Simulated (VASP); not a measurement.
# AlNi3 in VASP: a series of runs

The runs below take AlNi3 through single point, with PBEsol.

Everything below comes from runs of VASP 6.6.1. Logs are shortened: lines on timing, memory, paths and dates and some standing lists are left out, and cuts for length are marked.

### 1 The cell of the first run

The structure is tetragonal, space group P4/mmm (No. 123). The conventional cell has a = 3.547 Å, b = 3.547 Å, c = 3.449 Å, α = 90.00°, β = 90.00°, γ = 90.00°. Within 3.3 Å of Al (site symmetry 4/mmm) lie 12 Ni at 2.47 to 2.51 Å. Within 3.3 Å of Ni (site symmetry 4/mmm) lie 8 Ni at 2.47 Å and 4 Al at 2.51 Å. Within 3.3 Å of Ni (site symmetry mmm) lie 4 Al at 2.47 Å and 8 Ni at 2.47 to 2.51 Å.

### 2 Single point, PBEsol, collinear spin, ferromagnetic start (uniaxial strain along a: -2.0 %, then relaxed in part)

Input file INCAR:

```
  PREC = Accurate
  ENCUT = 520
  EDIFF = 1E-7
  ISMEAR = 0
  SIGMA = 0.1
  LREAL = False
  LASPH = True
  NELM = 150
  ALGO = Normal
  ISIF = 2
  LWAVE = False
  LCHARG = False
  ISPIN = 2
  MAGMOM = 0 0.28 0.28 0.28
  LORBIT = 11
  LMAXMIX = 4
  GGA = PS
  NBANDS = 28
```

Input file KPOINTS:

```
Automatic mesh
0
Gamma
  14 14 14
```

Input file POSCAR:

```
AlNi3
1.0
    3.4487104629      0.0000000000      0.0000000000
    0.0000000000      3.5474252155      0.0000000000
    0.0000000000      0.0000000000      3.5474252155
Al Ni
1 3
Direct
    0.0000000000      0.0000000000      0.0000000000
    0.0000000000      0.5000000000      0.5000000000
    0.5000000000      0.0000000000      0.5000000000
    0.5000000000      0.5000000000      0.0000000000
```

Potentials or basis: VASP PAW PBE potentials, release 64 (Al, Ni).

Command:

```console
cat potpaw_PBE.64/Al/POTCAR potpaw_PBE.64/Ni/POTCAR > POTCAR
mpirun -np 1 vasp_std > vasp.out
```

OUTCAR:

```text
PREC = Accurate
   ENCUT = 520
   EDIFF = 1E-7
   ISMEAR = 0
   LREAL = False
   LASPH = True
   NELM = 150
   ISIF = 2
   ISPIN = 2
   LORBIT = 11
   GGA = PS

 ion  position               nearest neighbor table
   1  0.000  0.000  0.000-   3 2.47   4 2.47   3 2.47   4 2.47   3 2.47   4 2.47   3 2.47   4 2.47
                             2 2.51   2 2.51   2 2.51   2 2.51
   2  0.000  0.500  0.500-   3 2.47   4 2.47   4 2.47   3 2.47   3 2.47   4 2.47   4 2.47   3 2.47
                             1 2.51   1 2.51   1 2.51   1 2.51
   3  0.500  0.000  0.500-   1 2.47   2 2.47   1 2.47   2 2.47   1 2.47   2 2.47   1 2.47   2 2.47
                             4 2.51   4 2.51   4 2.51   4 2.51
   4  0.500  0.500  0.000-   1 2.47   2 2.47   2 2.47   1 2.47   1 2.47   2 2.47   2 2.47   1 2.47
                             3 2.51   3 2.51   3 2.51   3 2.51

  LATTYP: Found a simple tetragonal cell.
 ALAT       =     3.5474252155
 C/A-ratio  =     0.9721728446

  Lattice vectors:

 A1 = (   0.0000000000,   3.5474252155,   0.0000000000)
 A2 = (   0.0000000000,   0.0000000000,   3.5474252155)
 A3 = (   3.4487104629,   0.0000000000,   0.0000000000)

Analysis of symmetry for initial positions (statically):
=====================================================================
 Subroutine PRICEL returns:
 Original cell was already a primitive cell.

 Routine SETGRP: Setting up the symmetry group for a
 simple tetragonal supercell.

 Subroutine GETGRP returns: Found 16 space group operations
 (whereof 16 operations were pure point group operations)
 out of a pool of 16 trial point group operations.

The static configuration has the point symmetry D_4h.

Analysis of symmetry for dynamics (positions and initial velocities):
=====================================================================
 Subroutine PRICEL returns:
 Original cell was already a primitive cell.

 Routine SETGRP: Setting up the symmetry group for a
 simple tetragonal supercell.

 Subroutine GETGRP returns: Found 16 space group operations
 (whereof 16 operations were pure point group operations)
 out of a pool of 16 trial point group operations.

The dynamic configuration has the point symmetry D_4h.

Analysis of structural, dynamic, and magnetic symmetry:
=====================================================================
[... 138 lines left out ...]
   LORBIT       =     11    0 simple, 1 ext, 2 COOP (PROOUT), +10 PAW based schemes
   GGA     = PS    functional components
   LHFCALC =     F    Hartree Fock is set to
   AEXX    =    0.0000 exact exchange contribution
   IVDW    =     0    specifies the selected vdW correction
   LEPSILON=     F    determine dielectric tensor
   LRPA    =     F    only Hartree local field effects (RPA)
 spin polarized calculation
 Gauss-broadening in eV      SIGMA  =   0.10
  energy-cutoff  :      520.00
  volume of cell :       43.40
 maximum number of plane-waves:      1189
 NGX is ok and might be reduce to    28
   NGX = 13   NGY = 13   NGZ = 13

 number of electron      33.0000005 magnetization       0.6428229

 Free energy of the ion-electron system (eV)
  ---------------------------------------------------
  ext. energy  EPLUGINS =         0.00000000
  ---------------------------------------------------
  free energy    TOTEN  =       -24.29293584 eV

  energy without entropy =      -24.27450288  energy(sigma->0) =      -24.28371936

 E-fermi :   9.8703     XC(G=0): -13.0446

 val. band max:        9.8673836145   @ k =   0.2857   0.5000   0.2143
 cond. band min:       9.8705554526   @ k =   0.0714   0.2857   0.2857
 fundamental gap:      0.0031718381
 Fermi energy:         9.8703415667

 spin component 1

 k-point     1 :       0.0000    0.0000    0.0000
  band No.  band energies     occupation
      1      -0.3568      1.00000
      2       5.3483      1.00000
      3       6.0186      1.00000
      4       6.0641      1.00000
      5       6.4056      1.00000
      6       6.4305      1.00000
[... 733 lines left out ...]
     27      24.9976      0.00000
     28      25.3265      0.00000

 [... further k-points ...]

 spin component 2

 k-point     1 :       0.0000    0.0000    0.0000
  band No.  band energies     occupation
      1      -0.3751      1.00000
      2       5.4333      1.00000
      3       6.1581      1.00000
      4       6.1991      1.00000
      5       6.6433      1.00000
      6       6.6789      1.00000
[... 733 lines left out ...]
     27      25.0124      0.00000
     28      25.3689      0.00000

 [... further k-points ...]

------------------------ aborting loop because EDIFF is reached ----------------------------------------

  FORCE on cell =-STRESS in cart. coord.  units (eV):
  Direction    XX          YY          ZZ          XY          YZ          ZX
  --------------------------------------------------------------------------------------
  -------------------------------------------------------------------------------------
  Total        0.7251480      0.0353190      0.0353190     -0.0000000      0.0000000      0.0000000
  in kB       26.7703470      1.3038737      1.3038737     -0.0000000      0.0000000      0.0000000
  external PRESSURE =       9.7926982 kB  Pullay stress =       0.0000000 kB

 VOLUME and BASIS-vectors are now :
 -----------------------------------------------------------------------------
  energy-cutoff  :      520.00
  volume of cell :       43.40
      direct lattice vectors                 reciprocal lattice vectors
     3.448710463  0.000000000  0.000000000     0.289963455  0.000000000  0.000000000
     0.000000000  3.547425216  0.000000000     0.000000000  0.281894597  0.000000000
     0.000000000  0.000000000  3.547425216     0.000000000  0.000000000  0.281894597

 POSITION                                       TOTAL-FORCE (eV/Angst)
 -----------------------------------------------------------------------------------
      0.00000      0.00000      0.00000         0.000000      0.000000      0.000000
      0.00000      1.77371      1.77371         0.000000      0.000000      0.000000
      1.72436      0.00000      1.77371         0.000000      0.000000      0.000000
      1.72436      1.77371      0.00000         0.000000      0.000000      0.000000
 -----------------------------------------------------------------------------------
    total drift:                                0.000000      0.000000      0.000000

  FREE ENERGIE OF THE ION-ELECTRON SYSTEM (eV)
  ---------------------------------------------------
  free  energy   TOTEN  =       -24.2929358383 eV

  energy  without entropy=      -24.2745028833  energy(sigma->0) =      -24.28371936

 total charge

# of ion       s       p       d       tot
------------------------------------------
    1        0.410   0.408   0.000   0.818
    2        0.513   0.556   8.395   9.464
    3        0.514   0.557   8.403   9.474
    4        0.514   0.557   8.403   9.474
--------------------------------------------------
tot          1.952   2.077  25.201  29.230

 magnetization (x)

# of ion       s       p       d       tot
------------------------------------------
    1       -0.000  -0.007   0.000  -0.008
    2       -0.003  -0.007   0.243   0.233
    3       -0.003  -0.008   0.233   0.223
    4       -0.003  -0.008   0.233   0.223
--------------------------------------------------
tot         -0.008  -0.030   0.710   0.671
```

OSZICAR:

```text
N       E                     dE             d eps       ncg     rms          rms(c)
DAV:   1     0.194753797047E+03    0.19475E+03   -0.13677E+04 33024   0.151E+03
DAV:   2    -0.164091304071E+02   -0.21116E+03   -0.19525E+03 32392   0.295E+02
DAV:   3    -0.289504953910E+02   -0.12541E+02   -0.11679E+02 35652   0.899E+01
[... 13 lines left out ...]
DAV:  17    -0.242929281516E+02   -0.18879E-04   -0.11223E-05 38056   0.604E-02    0.287E-02
DAV:  18    -0.242929271597E+02    0.99190E-06   -0.35772E-05 39672   0.108E-01    0.251E-02
DAV:  19    -0.242929352128E+02   -0.80532E-05   -0.67628E-06 39516   0.487E-02    0.684E-03
DAV:  20    -0.242929358643E+02   -0.65152E-06   -0.11587E-06 39428   0.174E-02    0.135E-03
DAV:  21    -0.242929358383E+02    0.26045E-07   -0.18138E-07 22652   0.808E-03
   1 F= -.24292936E+02 E0= -.24283719E+02  d E =-.184330E-01  mag=     0.6422
```

Wall time 12 min (1 thread of Oxide Virtual Turin-like, shared host); peak memory 0.51 GiB.

Results:

```yaml
Free_energy: -24.2929 eV
Pressure: 1.0 GPa
Net_moment: 0.64 μB per cell
Site_moments: Al -0.01; Ni +0.23, +0.22 (each value once) μB
Valence_electrons_inside_the_program's_atomic_spheres: Al 0.82; Ni 9.46, 9.47 (each value once)
```

Caveat: the cell differs from its parent crystal (uniaxial strain along a: -2.0 %, then relaxed in part); the PAW data sets were made with another functional, which shifts forces and pressure a little.

### 3 Single point, PBEsol, collinear spin, ferromagnetic start (uniaxial strain along a: +3.0 %, then relaxed in part)

Input file INCAR:

```
SYSTEM = AlNi3
ALGO     = Fast           ! electronic algorithm
EDIFF    = 1E-6           ! SCF threshold, eV
ENCUT    = 520            ! plane-wave cutoff, eV
GGA      = PS             ! functional
ISIF     = 2              ! what is computed and relaxed
ISMEAR   = 0              ! smearing method
ISPIN    = 2              ! spin polarisation
LASPH    = .True.         ! aspherical terms in the spheres
LCHARG   = .False.        ! write CHGCAR
LMAXMIX  = 4              ! l up to which the mixer works
LORBIT   = 11             ! projections on sites
LREAL    = .False.        ! projectors in reciprocal space
LWAVE    = .False.        ! write WAVECAR
MAGMOM   = 0 0.28 0.28 0.28 ! initial moments
NBANDS   = 28             ! bands
NELM     = 150            ! most SCF steps
PREC     = Accurate       ! precision mode
SIGMA    = 0.1            ! smearing width, eV
```

Input file KPOINTS:

```
k-points
0
Gamma
  14 14 14
  0 0 0
```

Input file POSCAR:

```
AlNi3
1.0
    3.6246650783      0.0000000000      0.0000000000
    0.0000000000      3.4811512333      0.0000000000
    0.0000000000      0.0000000000      3.4811512333
Al Ni
1 3
Direct
    0.0000000000      0.0000000000      0.0000000000
    0.0000000000      0.5000000000      0.5000000000
    0.5000000000      0.0000000000      0.5000000000
    0.5000000000      0.5000000000      0.0000000000
```

Potentials or basis: VASP PAW PBE potentials, release 64 (Al, Ni).

Command:

```console
cat potpaw_PBE.64/Al/POTCAR potpaw_PBE.64/Ni/POTCAR > POTCAR
mpirun -np 1 vasp_std > vasp.out
```

OUTCAR:

```text
SYSTEM = AlNi3
   EDIFF = 1E-6
   ENCUT = 520
   GGA = PS
   ISIF = 2
   ISMEAR = 0
   ISPIN = 2
   LASPH = .True.
   LORBIT = 11
   LREAL = .False.
   NELM = 150
   PREC = Accurate

 ion  position               nearest neighbor table
   1  0.000  0.000  0.000-   2 2.46   2 2.46   2 2.46   2 2.46   3 2.51   4 2.51   4 2.51   3 2.51
                             3 2.51   4 2.51   3 2.51   4 2.51
   2  0.000  0.500  0.500-   1 2.46   1 2.46   1 2.46   1 2.46   4 2.51   4 2.51   3 2.51   3 2.51
                             3 2.51   4 2.51   4 2.51   3 2.51
   3  0.500  0.000  0.500-   4 2.46   4 2.46   4 2.46   4 2.46   2 2.51   2 2.51   1 2.51   1 2.51
                             1 2.51   2 2.51   1 2.51   2 2.51
[... 1726 lines left out ...]
     0.000000000  3.481151233  0.000000000     0.000000000  0.287261292  0.000000000
     0.000000000  0.000000000  3.481151233     0.000000000  0.000000000  0.287261292

 POSITION                                       TOTAL-FORCE (eV/Angst)
 -----------------------------------------------------------------------------------
      0.00000      0.00000      0.00000         0.000000      0.000000      0.000000
      0.00000      1.74058      1.74058         0.000000      0.000000      0.000000
      1.81233      0.00000      1.74058         0.000000      0.000000      0.000000
      1.81233      1.74058      0.00000         0.000000      0.000000      0.000000
 -----------------------------------------------------------------------------------
    total drift:                                0.000000      0.000000      0.000000

  FREE ENERGIE OF THE ION-ELECTRON SYSTEM (eV)
  ---------------------------------------------------
  free  energy   TOTEN  =       -24.2831053586 eV

  energy  without entropy=      -24.2643933730  energy(sigma->0) =      -24.27374937

 total charge

# of ion       s       p       d       tot
------------------------------------------
    1        0.409   0.402   0.000   0.811
    2        0.509   0.545   8.403   9.457
    3        0.508   0.545   8.390   9.443
    4        0.508   0.545   8.390   9.443
--------------------------------------------------
tot          1.934   2.037  25.184  29.154

 magnetization (x)

# of ion       s       p       d       tot
------------------------------------------
    1       -0.000  -0.007   0.000  -0.007
    2       -0.002  -0.008   0.226   0.216
    3       -0.002  -0.007   0.237   0.227
    4       -0.002  -0.007   0.237   0.227
--------------------------------------------------
tot         -0.008  -0.029   0.700   0.663
```

OSZICAR:

```text
N       E                     dE             d eps       ncg     rms          rms(c)
DAV:   1     0.195301786238E+03    0.19530E+03   -0.13649E+04 32888   0.151E+03
DAV:   2    -0.163176557936E+02   -0.21162E+03   -0.19580E+03 32384   0.295E+02
DAV:   3    -0.289081408931E+02   -0.12590E+02   -0.11728E+02 35676   0.900E+01
DAV:   4    -0.291350320229E+02   -0.22689E+00   -0.22650E+00 36768   0.116E+01
DAV:   5    -0.291431819581E+02   -0.81499E-02   -0.81492E-02 37956   0.195E+00    0.211E+01
RMM:   6    -0.299660857697E+02   -0.82290E+00   -0.38614E+01 37022   0.640E+01    0.227E+01
RMM:   7    -0.243561272475E+02    0.56100E+01   -0.10696E+01 34855   0.337E+01    0.342E+00
RMM:   8    -0.243514259506E+02    0.47013E-02   -0.99826E-02 35166   0.266E+00    0.308E+00
RMM:   9    -0.242936801824E+02    0.57746E-01   -0.52921E-02 37557   0.224E+00    0.924E-01
RMM:  10    -0.242818333212E+02    0.11847E-01   -0.15131E-02 35971   0.944E-01    0.695E-01
RMM:  11    -0.242806063488E+02    0.12270E-02   -0.39282E-03 42877   0.471E-01    0.404E-01
RMM:  12    -0.242821272391E+02   -0.15209E-02   -0.18169E-03 38819   0.301E-01    0.372E-01
RMM:  13    -0.242831835579E+02   -0.10563E-02   -0.20069E-03 37720   0.340E-01    0.174E-01
RMM:  14    -0.242830695463E+02    0.11401E-03   -0.52130E-04 40887   0.195E-01    0.785E-02
RMM:  15    -0.242830989345E+02   -0.29388E-04   -0.12963E-04 44088   0.789E-02    0.238E-02
RMM:  16    -0.242831053127E+02   -0.63782E-05   -0.38941E-05 42696   0.378E-02    0.108E-02
RMM:  17    -0.242831053586E+02   -0.45948E-07   -0.96022E-06 34763   0.168E-02
   1 F= -.24283105E+02 E0= -.24273749E+02  d E =-.187120E-01  mag=     0.6317
```

Wall time 17 min (1 thread of Oxide Virtual Turin-like, shared host); peak memory 0.52 GiB.

Results:

```yaml
Free_energy: -24.2831 eV
Pressure: -1.4 GPa
Net_moment: 0.64 μB per cell
Site_moments: Al -0.01; Ni +0.22, +0.23 (each value once) μB
Valence_electrons_inside_the_program's_atomic_spheres: Al 0.81; Ni 9.46, 9.44 (each value once)
```

Stress tensor (GPa, compression positive):
```
-4.36  0.00  0.00
 0.00  0.06  0.00
 0.00  0.00  0.06
```

Caveat: the cell differs from its parent crystal (uniaxial strain along a: +3.0 %, then relaxed in part); the PAW data sets were made with another functional, which shifts forces and pressure a little.

(Part 1 of 2 ends here.)
